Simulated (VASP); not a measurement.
A run of VASP 6.6.1 is set up as follows.

File POSCAR:

```
PbSe
1.0
    0.0000000000      3.0696866693      3.0696866693
    3.0696866693      0.0000000000      3.0696866693
    3.0696866693      3.0696866693      0.0000000000
Pb Se
1 1
Direct
    0.0000000000      0.0000000000      0.0000000000
    0.5000000000      0.5000000000      0.5000000000
```

INCAR.step1

```
ALGO     = Normal         # electronic algorithm
EDIFF    = 1E-5           # SCF threshold, eV
ENCUT    = 400            # plane-wave cutoff, eV
GGA      = PE             # functional
GGA_COMPAT= F            
ISIF     = 2              # what is computed and relaxed
ISMEAR   = 0              # smearing method
LASPH    = T              # aspherical terms in the spheres
LCHARG   = F              # write CHGCAR
LREAL    = F              # projectors in reciprocal space
LWAVE    = T              # write WAVECAR
NBANDS   = 17             # bands
NELM     = 120            # most SCF steps
PREC     = Accurate       # precision mode
SIGMA    = 0.01           # smearing width, eV
```

INCAR.step2

```
ALGO     = Normal         # electronic algorithm
EDIFF    = 1E-6           # SCF threshold, eV
ENCUT    = 400            # plane-wave cutoff, eV
GGA      = PE             # functional
GGA_COMPAT= F            
HFSCREEN = 0.2079         # screening, 1/A
ISIF     = 2              # what is computed and relaxed
ISMEAR   = 0              # smearing method
ISTART   = 1            
LASPH    = T              # aspherical terms in the spheres
LCHARG   = F              # write CHGCAR
LHFCALC  = T              # exact exchange
LREAL    = F              # projectors in reciprocal space
LWAVE    = F              # write WAVECAR
NBANDS   = 17             # bands
NELM     = 120            # most SCF steps
PREC     = Accurate       # precision mode
PRECFOCK = Normal       
SIGMA    = 0.01           # smearing width, eV
```

KPOINTS

```
k-points
0
Gamma
  6 6 6
```

Potentials or basis: VASP PAW PBE potentials, release 64 (Pb_d, Se).

Run with:

```console
$ cat potpaw_PBE.64/Pb_d/POTCAR potpaw_PBE.64/Se/POTCAR > POTCAR
$ cp INCAR.step1 INCAR
$ mpirun -np 1 vasp_std > vasp.out
$ cp INCAR.step2 INCAR
$ mpirun -np 1 vasp_std > vasp.out
```

(1) What does it give for the band gap on the k mesh?

(2) Estimate the pressure.

Answers

(1) 0.73 eV.

(2) 0.7 GPa.

Caveat: the PAW data sets were made with another functional, which shifts forces and pressure a little; spin-orbit coupling is left out, which moves the levels of the heavy elements.
